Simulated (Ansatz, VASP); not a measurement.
**Rh in VASP and in Ansatz**

```
Rh
1.0
     0.00000    1.90299    1.90299
     1.90299    0.00000    1.90299
     1.90299    1.90299    0.00000
Rh
1
Direct
  0.00000 0.00000 0.00000
```

Alike in both runs: task electric field gradients; functional LDA; k mesh 18 × 18 × 18; occupations fermi-dirac, width 0.05 eV; no spin polarisation.

|  | VASP | Ansatz |
| --- | --- | --- |
| version | VASP 6.6.1 | Ansatz 0.2.0 |
| potentials or method | VASP PAW LDA potentials, release 64 (Rh_pv), cutoff 520 eV | all-electron PAW with datasets made for the crystal, scalar-relativistic |

```csv
,VASP,Ansatz,Ansatz less VASP
pressure (GPa),-11.0,-11.8,-0.79
```

LDA's correlation is that of Perdew and Zunger in VASP and of Perdew and Wang (1992) in Ansatz. Ansatz ran all-electron here, and VASP with PAW potentials. Ansatz's warnings: band levels unverified.
